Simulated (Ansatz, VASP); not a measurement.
# One calculation of Co, two programs

The input INCAR:

```
PREC = Accurate
ENCUT = 520
EDIFF = 1E-6
ISMEAR = 0
SIGMA = 0.1
LREAL = False
LASPH = True
NELM = 150
ALGO = Normal
ISIF = 2
LWAVE = False
LCHARG = False
ISPIN = 2
MAGMOM = 0.09 0.09
LORBIT = 11
LMAXMIX = 4
GGA = PE
NBANDS = 20
```

File KPOINTS:

```
Automatic mesh
0
Gamma
  11 11 11
```

POSCAR

```
Co
1.0
    3.5979000000      1.7989500000      1.7989500000
    1.7989500000      3.5979000000      1.7989500000
    1.7989500000      1.7989500000      3.5979000000
Co
2
Direct
    0.0000000000      0.0000000000      0.0000000000
    0.5000000000      0.5000000000      0.5000000000
```

Input for Ansatz:

```yaml
crystal:
  lattice:
    - [3.5979, 1.79895, 1.79895]
    - [1.79895, 3.5979, 1.79895]
    - [1.79895, 1.79895, 3.5979]
  atoms:
    - { symbol: Co, position: [0.0, 0.0, 0.0], spin: 0.09 }
    - { symbol: Co, position: [0.5, 0.5, 0.5], spin: 0.09 }
magnetization:
  spin_polarized: true
hamiltonian:
  xc: pbe
  pseudopotentials: { kind: paw }
basis:
  ecutwfc: 420
kpoints:
  mp_grid: { grid: [11, 11, 11] }
scf:
  occupations: { method: gaussian, width: 0.1 }
  lower_state_search: "off"
output:
  forces: true
  stress: true
```

Change from the starting cell: parallel moments scaled by 0.03, plain SCF.

Alike in both runs: task single point; functional PBE; k mesh 11 × 11 × 11; occupations gaussian, width 0.1 eV; collinear spin.

|  | VASP | Ansatz |
| --- | --- | --- |
| version | VASP 6.6.1 | Ansatz 0.2.0 |
| potentials or method | VASP PAW PBE potentials, release 64 (Co), cutoff 520 eV | PAW, plane waves, scalar-relativistic |
| valence electrons in the cell | 18 | 34 |

VASP gave:

```
pressure (GPa)                                                : -23.4
traceless stress, the component that is largest in VASP (GPa) : -0.11
net moment per atom (μB)                                      : 0.00
size of the moment on the site where the two differ most (μB) : 0.00
```

Problem. Estimate Ansatz's values.

Solution. Pressure (GPa): -12.2; traceless stress, the component that is largest in VASP (GPa): 0.02; net moment per atom (μB): 1.67; size of the moment on the site where the two differ most (μB): 1.75.

The net moments are unlike, so the other rows may belong to different states. Site moments also hang on the region over which each program counts them. VASP's potentials hold 18 valence electrons a cell and Ansatz's 34, so a difference there can come from the potentials and not from the codes.
